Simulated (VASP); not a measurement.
# GdO (F-43m) in VASP: a series of runs, part 2 of 2

VASP 6.6.1. The steps go on from the part before.

## (5) Single point, PBE, collinear spin, zero start

INCAR

```
  PREC = Accurate
  ENCUT = 520
  EDIFF = 1E-7
  ISMEAR = -1
  SIGMA = 0.05
  LREAL = False
  LASPH = True
  NELM = 150
  ALGO = Normal
  ISIF = 2
  LWAVE = False
  LCHARG = False
  ISPIN = 2
  MAGMOM = 0 0
  LORBIT = 11
  NUPDOWN = 0.0
  LMAXMIX = 6
  GGA = PE
  NBANDS = 23
```

KPOINTS

```
regular mesh
0
Gamma
  7 7 7
```

POSCAR

```
GdO
1.0
    0.0000000000      2.7000000000      2.7000000000
    2.7000000000      0.0000000000      2.7000000000
    2.7000000000      2.7000000000      0.0000000000
Gd O
1 1
Direct
    0.0000000000      0.0000000000      0.0000000000
    0.7500000000      0.7500000000      0.7500000000
```

Potentials or basis: VASP PAW PBE potentials, release 64 (Gd, O).

Command:

```
> cat potpaw_PBE.64/Gd/POTCAR potpaw_PBE.64/O/POTCAR > POTCAR
> mpirun -np 1 vasp_std > vasp.out
```

OUTCAR:

```text
PREC = Accurate
   ENCUT = 520
   EDIFF = 1E-7
   ISMEAR = -1
   LREAL = False
   LASPH = True
   NELM = 150
   ISIF = 2
   ISPIN = 2
   LORBIT = 11
   NUPDOWN = 0.0
   GGA = PE

 ion  position               nearest neighbor table
   1  0.000  0.000  0.000-   2 2.34   2 2.34   2 2.34   2 2.34
   2  0.750  0.750  0.750-   1 2.34   1 2.34   1 2.34   1 2.34

  LATTYP: Found a face centered cubic cell.
 ALAT       =     5.4000000000

  Lattice vectors:

 A1 = (   0.0000000000,   2.7000000000,   2.7000000000)
 A2 = (   2.7000000000,   0.0000000000,   2.7000000000)
 A3 = (   2.7000000000,   2.7000000000,   0.0000000000)

Analysis of symmetry for initial positions (statically):
=====================================================================
 Subroutine PRICEL returns:
 Original cell was already a primitive cell.

 Routine SETGRP: Setting up the symmetry group for a
 face centered cubic supercell.

 Subroutine GETGRP returns: Found 24 space group operations
 (whereof 24 operations were pure point group operations)
 out of a pool of 48 trial point group operations.

The static configuration has the point symmetry T_d .

Analysis of symmetry for dynamics (positions and initial velocities):
=====================================================================
 Subroutine PRICEL returns:
 Original cell was already a primitive cell.

 Routine SETGRP: Setting up the symmetry group for a
 face centered cubic supercell.

 Subroutine GETGRP returns: Found 24 space group operations
 (whereof 24 operations were pure point group operations)
 out of a pool of 48 trial point group operations.

The dynamic configuration has the point symmetry T_d .

Analysis of structural, dynamic, and magnetic symmetry:
=====================================================================
 Subroutine PRICEL returns:
 Original cell was already a primitive cell.

 Routine SETGRP: Setting up the symmetry group for a
 face centered cubic supercell.

 Subroutine GETGRP returns: Found 24 space group operations
 (whereof 24 operations were pure point group operations)
 out of a pool of 48 trial point group operations.

The overall configuration has the point symmetry T_d .

 Subroutine INISYM returns: Found 24 space group operations
 (whereof 24 operations are pure point group operations),
 and found     1 'primitive' translations

----------------------------------------------------------------------------------------

                                     Primitive cell

  volume of cell :      39.3660

  direct lattice vectors                    reciprocal lattice vectors
     0.000000000  2.700000000  2.700000000    -0.185185185  0.185185185  0.185185185
     2.700000000  0.000000000  2.700000000     0.185185185 -0.185185185  0.185185185
     2.700000000  2.700000000  0.000000000     0.185185185  0.185185185 -0.185185185

  length of vectors
     3.818376618  3.818376618  3.818376618     0.320750150  0.320750150  0.320750150

  position of ions in fractional coordinates (direct lattice)
     0.000000000  0.000000000  0.000000000
     0.750000000  0.750000000  0.750000000

  ion indices of the primitive-cell ions
[... 62 lines left out ...]
   ISTART =      0    job   : 0-new  1-cont  2-samecut
   ICHARG =      2    charge: 1-file 2-atom 10-const
   ISPIN  =      2    spin polarized calculation?
   LNONCOLLINEAR =      F non collinear calculations
   LSORBIT =      F    spin-orbit coupling
   LASPH  =      T    aspherical Exc in radial PAW
   ENCUT  =  520.0 eV  38.22 Ry    6.18 a.u.   7.10  7.10  7.10*2*pi/ulx,y,z
   NELM   =    150;   NELMIN=  2; NELMDL= -5     # of ELM steps
   EDIFF  = 0.1E-06   stopping-criterion for ELM
   LREAL  =      F    real-space projection
   EDIFFG = 0.1E-05   stopping-criterion for IOM
   NSW    =      0    number of steps for IOM
   IBRION =     -1    ionic relax: 0-MD 1-quasi-New 2-CG
   NFREE  =      0    steps in history (QN), initial steepest desc. (CG)
   ISIF   =      2    stress and relaxation
   ISYM   =      2    0-nonsym 1-usesym 2-fastsym
   POTIM  = 0.5000    time-step for ionic-motion
   TEBEG  =    0.0;   TEEND  =   0.0 temperature during run
   PSTRESS=    0.0 pullay stress
   NELECT =      24.0000    total number of electrons
   NUPDOWN=       0.0000    fix difference up-down
   EMIN   =  10.00;   EMAX   =-10.00  energy-range for DOS
   EFERMI =   0.00;   METHOD = LEGACY
   ISMEAR =    -1;   SIGMA  =   0.05  broadening in eV -4-tet -1-fermi 0-gaus
   EFERMI_NEDOS =   21; number of points for ismear=-14 and -15
   IALGO  =     38    algorithm
   IMIX   =      4    mixing-type and parameters
     AMIX     =   0.40;   BMIX     =  1.00
     AMIX_MAG =   1.60;   BMIX_MAG =  1.00
  volume/ion in A,a.u.               =      19.68       132.83
  Fermi-wavevector in a.u.,A,eV,Ry     =   1.388156  2.623234 26.218100  1.926976
  Thomas-Fermi vector in A             =   2.512309
   LORBIT       =     11    0 simple, 1 ext, 2 COOP (PROOUT), +10 PAW based schemes
   GGA     = PE    functional components
   LHFCALC =     F    Hartree Fock is set to
   AEXX    =    0.0000 exact exchange contribution
   IVDW    =     0    specifies the selected vdW correction
   LEPSILON=     F    determine dielectric tensor
   LRPA    =     F    only Hartree local field effects (RPA)
 spin polarized calculation
  energy-cutoff  :      520.00
  volume of cell :       39.37
 maximum number of plane-waves:      1073
   NGX = 15   NGY = 15   NGZ = 15

 number of electron      24.0000000 magnetization       0.0000000

 number of electron      23.9999988 magnetization      -0.0000018

 Free energy of the ion-electron system (eV)
  ---------------------------------------------------
  ext. energy  EPLUGINS =         0.00000000
  ---------------------------------------------------
  free energy    TOTEN  =       -17.17610288 eV

  energy without entropy =      -17.16501022  energy(sigma->0) =      -17.17055655

 E-fermi :   3.6777     XC(G=0): -10.0223

 val. band max:        3.5369013145   @ k =  -0.2857   0.2857   0.0000
 cond. band min:       3.2588437887   @ k =   0.0000   0.0000   0.0000
 fundamental gap:     -0.2780575258
 Fermi energy:         2.8793344050

 spin component 1

 k-point     1 :       0.0000    0.0000    0.0000
  band No.  band energies     occupation
      1     -39.1405      1.00000
      2     -16.9106      1.00000
      3     -16.9106      1.00000
      4     -16.9106      1.00000
      5     -15.3631      1.00000
      6      -1.5431      1.00000
[... 509 lines left out ...]
     22      13.5911      0.00000
     23      14.6074      0.00000
 Fermi energy:         3.6776676294

 spin component 2

 k-point     1 :       0.0000    0.0000    0.0000
  band No.  band energies     occupation
      1     -39.0012      1.00000
      2     -16.8511      1.00000
      3     -16.8511      1.00000
      4     -16.8511      1.00000
      5     -15.4108      1.00000
      6      -1.6058      1.00000
[... 509 lines left out ...]
     22      13.3507      0.00000
     23      14.3051      0.00000

------------------------ aborting loop because EDIFF is reached ----------------------------------------

  FORCE on cell =-STRESS in cart. coord.  units (eV):
  Direction    XX          YY          ZZ          XY          YZ          ZX
  --------------------------------------------------------------------------------------
  -------------------------------------------------------------------------------------
  Total       -0.4219214     -0.4219214     -0.4219214      0.0000000      0.0000000      0.0000000
  in kB      -17.1719982    -17.1719982    -17.1719982      0.0000000      0.0000000      0.0000000
  external PRESSURE =     -17.1719982 kB  Pullay stress =       0.0000000 kB

 VOLUME and BASIS-vectors are now :
 -----------------------------------------------------------------------------
  energy-cutoff  :      520.00
  volume of cell :       39.37
      direct lattice vectors                 reciprocal lattice vectors
     0.000000000  2.700000000  2.700000000    -0.185185185  0.185185185  0.185185185
     2.700000000  0.000000000  2.700000000     0.185185185 -0.185185185  0.185185185
     2.700000000  2.700000000  0.000000000     0.185185185  0.185185185 -0.185185185

 POSITION                                       TOTAL-FORCE (eV/Angst)
 -----------------------------------------------------------------------------------
      0.00000      0.00000      0.00000        -0.000000     -0.000000     -0.000000
      4.05000      4.05000      4.05000         0.000000      0.000000      0.000000
 -----------------------------------------------------------------------------------
    total drift:                               -0.000000     -0.000000     -0.000000

  FREE ENERGIE OF THE ION-ELECTRON SYSTEM (eV)
  ---------------------------------------------------
  free  energy   TOTEN  =       -17.1761028812 eV

  energy  without entropy=      -17.1650102173  energy(sigma->0) =      -17.17055655

 total charge

# of ion       s       p       d       f       tot
--------------------------------------------------
    1        2.019   5.589   0.388   7.308  15.305
    2        1.564   3.432   0.000   0.000   4.996
--------------------------------------------------
tot          3.583   9.021   0.388   7.308  20.300

 magnetization (x)

# of ion       s       p       d       f       tot
--------------------------------------------------
    1       -0.009  -0.022  -0.073   0.499   0.395
    2       -0.004  -0.022   0.000   0.000  -0.026
--------------------------------------------------
tot         -0.013  -0.044  -0.073   0.499   0.369
```

stdout:

```text
POSCAR found type information on POSCAR GdO
 POSCAR found :  2 types and       2 ions
 scaLAPACK will be used
 LDA part: xc-table for (Slater+PW92), standard interpolation
 POSCAR, INCAR and KPOINTS ok, starting setup
 FFT: planning ... GRIDC
 FFT: planning ... GRID_SOFT
 FFT: planning ... GRID
 WAVECAR not read
 entering main loop
```

Run time: 50 s. Hardware: 1 thread of Intel Xeon 6975P-C (Granite Rapids), shared host; peak memory 0.2 GiB.

Results:

```
Free energy                                           : -17.1761 eV
Pressure                                              : -1.7 GPa
Net moment                                            : 0.00 μB per cell
Site moments                                          : Gd +0.40; O -0.03 μB
Valence electrons inside the program's atomic spheres : Gd 15.30; O 5.00
```

Caveat: spin-orbit coupling is left out, which moves the levels of the heavy elements; the total moment is fixed, so each spin has its own Fermi level; semilocal functionals describe open f shells poorly, which spoils levels, moments and volumes.

## (6) Single point, PBE, collinear spin, ferromagnetic start

INCAR

```
SYSTEM = GdO
ALGO = Normal
EDIFF = 1E-7
ENCUT = 520
GGA = PE
ISIF = 2
ISMEAR = -1
ISPIN = 2
LASPH = .True.
LCHARG = .False.
LMAXMIX = 6
LORBIT = 11
LREAL = .False.
LWAVE = .False.
MAGMOM = 1.8 0
NBANDS = 23
NELM = 150
NUPDOWN = 1.8
PREC = Accurate
SIGMA = 0.05
```

KPOINTS

```
k-points
0
Gamma
  7 7 7
  0 0 0
```

POSCAR is that of step 5.

Potentials or basis: VASP PAW PBE potentials, release 64 (Gd, O).

Command:

```
> cat potpaw_PBE.64/Gd/POTCAR potpaw_PBE.64/O/POTCAR > POTCAR
> mpirun -np 1 vasp_std > vasp.out
```

OUTCAR:

```text
SYSTEM = GdO
   EDIFF = 1E-7
   ENCUT = 520
   GGA = PE
   ISIF = 2
   ISMEAR = -1
   ISPIN = 2
   LASPH = .True.
   LORBIT = 11
   LREAL = .False.
   NELM = 150
   NUPDOWN = 1.8
   PREC = Accurate

 ion  position               nearest neighbor table
   1  0.000  0.000  0.000-   2 2.34   2 2.34   2 2.34   2 2.34
   2  0.750  0.750  0.750-   1 2.34   1 2.34   1 2.34   1 2.34

  LATTYP: Found a face centered cubic cell.
 ALAT       =     5.4000000000

  Lattice vectors:

 A1 = (   0.0000000000,   2.7000000000,   2.7000000000)
[... 1248 lines left out ...]
 -----------------------------------------------------------------------------
  energy-cutoff  :      520.00
  volume of cell :       39.37
      direct lattice vectors                 reciprocal lattice vectors
     0.000000000  2.700000000  2.700000000    -0.185185185  0.185185185  0.185185185
     2.700000000  0.000000000  2.700000000     0.185185185 -0.185185185  0.185185185
     2.700000000  2.700000000  0.000000000     0.185185185  0.185185185 -0.185185185

 POSITION                                       TOTAL-FORCE (eV/Angst)
 -----------------------------------------------------------------------------------
      0.00000      0.00000      0.00000         0.000000      0.000000      0.000000
      4.05000      4.05000      4.05000        -0.000000     -0.000000     -0.000000
 -----------------------------------------------------------------------------------
    total drift:                               -0.000000     -0.000000     -0.000000

  FREE ENERGIE OF THE ION-ELECTRON SYSTEM (eV)
  ---------------------------------------------------
  free  energy   TOTEN  =       -16.7734132029 eV

  energy  without entropy=      -16.6192046147  energy(sigma->0) =      -16.69630891

 total charge

# of ion       s       p       d       f       tot
--------------------------------------------------
    1        2.017   5.588   0.374   7.382  15.361
    2        1.565   3.428   0.000   0.000   4.993
--------------------------------------------------
tot          3.582   9.016   0.374   7.382  20.354

 magnetization (x)

# of ion       s       p       d       f       tot
--------------------------------------------------
    1       -0.008  -0.031  -0.056   2.152   2.056
    2       -0.003   0.007   0.000   0.000   0.004
--------------------------------------------------
tot         -0.011  -0.024  -0.056   2.152   2.060
```

stdout:

```text
POSCAR found type information on POSCAR GdO
 POSCAR found :  2 types and       2 ions
 scaLAPACK will be used
 LDA part: xc-table for (Slater+PW92), standard interpolation
 POSCAR, INCAR and KPOINTS ok, starting setup
 FFT: planning ... GRIDC
 FFT: planning ... GRID_SOFT
 FFT: planning ... GRID
 WAVECAR not read
 entering main loop
```

It took 33 s on 1 thread of Intel Xeon 6975P-C (Granite Rapids), shared host; peak memory 0.19 GiB.

What came out:

```
Free energy                                           : -16.7734 eV
Pressure                                              : -1.8 GPa
Net moment                                            : 1.80 μB per cell
Site moments                                          : Gd +2.06; O +0.00 μB
Valence electrons inside the program's atomic spheres : Gd 15.36; O 4.99
```

Caveat: spin-orbit coupling is left out, which moves the levels of the heavy elements; the total moment is fixed, so each spin has its own Fermi level and the state may be an excited one; a cell with one magnetic atom can't hold antiferromagnetic order, which such compounds often take; semilocal functionals describe open f shells poorly, which spoils levels, moments and volumes.

## (7) Overview

```csv
task,level,spin,fixed moment (μB),cell,k mesh,cutoff (eV),gap on the mesh (eV),pressure (GPa),moment (μB)
single point,LDA,"collinear, ferromagnetic start",-,as given,9 × 9 × 9,520,none,-7.4,6.85
single point,PBE,"non-collinear, typed start, SOC",-,as given,7 × 7 × 7,520,-,-0.4,7.49
relaxation of cell and atoms,LDA,"collinear, ferromagnetic start",-,relaxed,9 × 9 × 9,600,none,0.0,6.86
single point,PBE,"collinear, zero start",0.0,as given,7 × 7 × 7,520,-,-1.7,0.00
single point,PBE,"collinear, ferromagnetic start",1.8,as given,7 × 7 × 7,520,-,-1.8,1.80
```

Alike in all rows: potentials or basis VASP PAW PBE potentials, release 64 (Gd, O); smearing fermi-dirac 0.05 eV.

The pressure there spans -7.4 GPa (LDA) to -0.4 GPa (PBE); a positive pressure means that this level wants a larger cell, a negative one a smaller.

Caveats: semilocal functionals describe open f shells poorly, which spoils levels, moments and volumes; spin-orbit coupling is left out, which moves the levels of the heavy elements (at least some runs); a cell with one magnetic atom can't hold antiferromagnetic order, which such compounds often take (at least some runs); the PAW data sets were made with another functional, which shifts forces and pressure a little (at least some runs); the cell stands under tension (at least some runs); the total moment is fixed, so each spin has its own Fermi level (at least some runs); the total moment is fixed, so each spin has its own Fermi level and the state may be an excited one (at least some runs).

Absolute energies hang on the potentials; compare differences alone.
